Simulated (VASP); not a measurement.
A run of VASP 6.6.1 is set up as follows.

The input INCAR:

```
SYSTEM = Rb
PREC = Accurate ; ENCUT = 520
EDIFF = 1E-6 ; ISMEAR = 0
SIGMA = 0.1 ; LREAL = .False.
LASPH = .True. ; NELM = 80
ALGO = Fast ; ISIF = 2
LWAVE = .False. ; LCHARG = .False.
GGA = CA ; NBANDS = 10
```

Contents of KPOINTS:

```
regular mesh
0
Gamma
  12 12 12
  0 0 0
```

Contents of POSCAR:

```
Rb
1.0
   -2.7432178669      2.7432178669      2.7432178669
    2.7432178669     -2.7432178669      2.7432178669
    2.7432178669      2.7432178669     -2.7432178669
Rb
1
Direct
    0.0000000000      0.0000000000      0.0000000000
```

Potentials or basis: VASP PAW LDA potentials, release 64 (Rb_sv).

Command:

```console
$ cat potpaw_LDA.64/Rb_sv/POTCAR > POTCAR
$ mpirun -np 1 vasp_std > vasp.out
```

Estimate the band gap on the k mesh.

zero (an odd number of electrons rules out a gap without spin polarisation).

What does it give for the pressure?

-0.2 GPa.
